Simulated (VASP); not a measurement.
Here is a VASP 6.6.1 calculation.

INCAR

```
ALGO     = Normal         # electronic algorithm
EDIFF    = 1E-6           # SCF threshold, eV
ENCUT    = 520            # plane-wave cutoff, eV
GGA      = CA             # functional
ISIF     = 2              # what is computed and relaxed
ISMEAR   = -1             # smearing method
LASPH    = T              # aspherical terms in the spheres
LCHARG   = F              # write CHGCAR
LREAL    = F              # projectors in reciprocal space
LWAVE    = F              # write WAVECAR
NBANDS   = 8              # bands
NELM     = 100            # most SCF steps
PREC     = Accurate       # precision mode
SIGMA    = 0.1            # smearing width, eV
```

The input KPOINTS:

```
k-points
0
Gamma
  16 16 16
```

POSCAR

```
P
1.0
    0.0000000000      1.9800347298      1.9800347298
    1.9800347298      0.0000000000      1.9800347298
    1.9800347298      1.9800347298      0.0000000000
P
1
Direct
    0.0000000000      0.0000000000      0.0000000000
```

Potentials or basis: VASP PAW LDA potentials, release 64 (P).

The run is started by

```console
$ cat potpaw_LDA.64/P/POTCAR > POTCAR
$ mpirun -np 1 vasp_std > vasp.out
```

Q: Estimate the pressure.

A: -9.5 GPa.

Q: Estimate the band gap on the k mesh.

A: Zero (an odd number of electrons rules out a gap without spin polarisation).

Caveat: the cell stands under tension; an odd number of electrons without spin polarisation forces a metal; a magnetic or distorted state may lie lower.
